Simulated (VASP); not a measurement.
# BaTe in VASP: notebook, part 2 of 2

VASP 6.6.1. Earlier steps stand in the parts before.

**4. Single point, LDA (z stretched by +0.5 %, x and y held)**

The input, INCAR:

```
  PREC = Accurate
  ENCUT = 520
  EDIFF = 1E-6
  ISMEAR = 0
  SIGMA = 0.01
  LREAL = F
  LASPH = T
  NELM = 80
  ALGO = Normal
  ISIF = 2
  LWAVE = F
  LCHARG = F
  GGA = CA
  NBANDS = 15
```

The input, KPOINTS:

```
Automatic mesh
0
Gamma
  6 6 6
```

The input, POSCAR:

```
BaTe
1.0
    0.0000000000      3.4331448634      3.4503105878
    3.4331448634      0.0000000000      3.4503105878
    3.4331448634      3.4331448634      0.0000000000
Ba Te
1 1
Direct
    0.0000000000      0.0000000000      0.0000000000
    0.5000000000      0.5000000000      0.5000000000
```

Potentials or basis: VASP PAW LDA potentials, release 64 (Ba_sv, Te).

Started as:

```console
cat potpaw_LDA.64/Ba_sv/POTCAR potpaw_LDA.64/Te/POTCAR > POTCAR
mpirun -np 1 vasp_std > vasp.out
```

OUTCAR:

```text
PREC = Accurate
   ENCUT = 520
   EDIFF = 1E-6
   ISMEAR = 0
   LREAL = F
   LASPH = T
   NELM = 80
   ISIF = 2
   GGA = CA

 ion  position               nearest neighbor table
   1  0.000  0.000  0.000-   2 3.43   2 3.43   2 3.43   2 3.43   2 3.45   2 3.45
   2  0.500  0.500  0.500-   1 3.43   1 3.43   1 3.43   1 3.43   1 3.45   1 3.45

  LATTYP: Found a body centered tetragonal cell.
 ALAT       =     4.8552000274
 C/A-ratio  =     1.4212846302

  Lattice vectors:

 A1 = (  -3.4331448634,   0.0000000000,   3.4503105878)
 A2 = (   3.4331448634,   0.0000000000,   3.4503105878)
 A3 = (   0.0000000000,   3.4331448634,  -3.4503105878)

Analysis of symmetry for initial positions (statically):
=====================================================================
 Subroutine PRICEL returns:
 Original cell was already a primitive cell.

 Routine SETGRP: Setting up the symmetry group for a
 body centered tetragonal supercell.

 Subroutine GETGRP returns: Found 16 space group operations
 (whereof 16 operations were pure point group operations)
 out of a pool of 16 trial point group operations.

The static configuration has the point symmetry D_4h.

[... 167 lines left out ...]
 k-point     1 :       0.0000    0.0000    0.0000
  band No.  band energies     occupation
      1     -24.3881      2.00000
      2      -9.5728      2.00000
      3      -9.5728      2.00000
      4      -9.5705      2.00000
      5      -7.2943      2.00000
      6       2.4232      2.00000
      7       2.4395      2.00000
      8       2.4395      2.00000
      9       5.1837      0.00000
     10       5.2160      0.00000
     11       5.2160      0.00000
     12       5.3347      0.00000
     13       5.9222      0.00000
     14       5.9439      0.00000
[... 401 lines left out ...]
      2      -9.8744      2.00000
      3      -9.7154      2.00000
      4      -9.6571      2.00000
      5      -6.8887      2.00000
      6       1.0582      2.00000
      7       1.5521      2.00000
      8       1.7941      2.00000
      9       4.3429      0.00000
     10       7.4169      0.00000
     11       7.6622      0.00000
     12       7.8249      0.00000
     13       7.9511      0.00000
     14       8.4126      0.00000
     15      10.2870      0.00000

 [... further k-points ...]
[... 5 lines left out ...]
  --------------------------------------------------------------------------------------
  -------------------------------------------------------------------------------------
  Total        0.2130716      0.2130716      0.0085124      0.0000000      0.0000000      0.0000000
  in kB        4.1972387      4.1972387      0.1676834      0.0000000      0.0000000      0.0000000
  external PRESSURE =       2.8540536 kB  Pullay stress =       0.0000000 kB

 VOLUME and BASIS-vectors are now :
 -----------------------------------------------------------------------------
  energy-cutoff  :      520.00
  volume of cell :       81.33
      direct lattice vectors                 reciprocal lattice vectors
     0.000000000  3.433144863  3.450310588    -0.145639063  0.145639063  0.144914490
     3.433144863  0.000000000  3.450310588     0.145639063 -0.145639063  0.144914490
     3.433144863  3.433144863  0.000000000     0.145639063  0.145639063 -0.144914490

 POSITION                                       TOTAL-FORCE (eV/Angst)
 -----------------------------------------------------------------------------------
      0.00000      0.00000      0.00000        -0.000000      0.000000     -0.000000
      3.43314      3.43314      3.45031         0.000000     -0.000000      0.000000
 -----------------------------------------------------------------------------------
    total drift:                                0.000000      0.000000      0.000000

  FREE ENERGIE OF THE ION-ELECTRON SYSTEM (eV)
  ---------------------------------------------------
  free  energy   TOTEN  =        -9.6103439711 eV

  energy  without entropy=       -9.6103439711  energy(sigma->0) =       -9.61034397
```

OSZICAR:

```text
N       E                     dE             d eps       ncg     rms          rms(c)
DAV:   1     0.813660869983E+02    0.81366E+02   -0.62733E+03   900   0.895E+02
DAV:   2    -0.486781320234E+01   -0.86234E+02   -0.79841E+02  1180   0.157E+02
DAV:   3    -0.964118825026E+01   -0.47734E+01   -0.47420E+01  1230   0.392E+01
DAV:   4    -0.976522552095E+01   -0.12404E+00   -0.12401E+00  1182   0.630E+00
DAV:   5    -0.976676576201E+01   -0.15402E-02   -0.15402E-02  1299   0.610E-01    0.409E+00
DAV:   6    -0.963328898931E+01    0.13348E+00   -0.12135E-01  1033   0.175E+00    0.263E+00
DAV:   7    -0.961120576779E+01    0.22083E-01   -0.83521E-02  1096   0.148E+00    0.746E-01
DAV:   8    -0.961031152244E+01    0.89425E-03   -0.10793E-02   977   0.566E-01    0.167E-01
DAV:   9    -0.961036794902E+01   -0.56427E-04   -0.65533E-04  1061   0.165E-01    0.525E-02
DAV:  10    -0.961034210296E+01    0.25846E-04   -0.81015E-05  1194   0.579E-02    0.170E-02
DAV:  11    -0.961034616859E+01   -0.40656E-05   -0.36427E-05  1026   0.304E-02    0.161E-02
DAV:  12    -0.961034410622E+01    0.20624E-05   -0.59859E-06  1047   0.136E-02    0.379E-03
DAV:  13    -0.961034397106E+01    0.13516E-06   -0.59362E-07   653   0.378E-03
   1 F= -.96103440E+01 E0= -.96103440E+01  d E =-.122858E-19
```

Wall time 27 s (1 thread of Intel Xeon 6975P-C, shared host); peak memory 0.19 GiB.

Results:

```
Free energy            : -9.6103 eV
Pressure               : 0.3 GPa
Band gap on the k mesh : 1.26 eV, indirect (least direct gap 1.64 eV)
```

Caveat: the cell differs from its parent crystal (z stretched by +0.5 %, x and y held); spin-orbit coupling is left out, which moves the levels of the heavy elements. A k mesh can miss the band edges.

**5. Summary**

| cell | gap on the mesh (eV) | pressure (GPa) |
| --- | --- | --- |
| a = 4.879 Å, angles 60.0°, 2 atoms | 1.29 | -0.1 |
| a = 4.843, b = 4.843, c = 4.855 Å, angles 59.9, 59.9, 60.2°, 2 atoms | 1.23 | 0.7 |
| a = 4.867, b = 4.867, c = 4.855 Å, angles 60.1, 60.1, 59.8°, 2 atoms | 1.26 | 0.3 |

Alike in all rows: task single point; level LDA; potentials or basis VASP PAW LDA potentials, release 64 (Ba_sv, Te); no spin polarisation; k mesh 6 × 6 × 6; cutoff (eV) 520; smearing gaussian 0.01 eV.

Caveats: spin-orbit coupling is left out, which moves the levels of the heavy elements.

Total energies depend on the potentials used, so only differences within one code and one set of settings carry meaning.
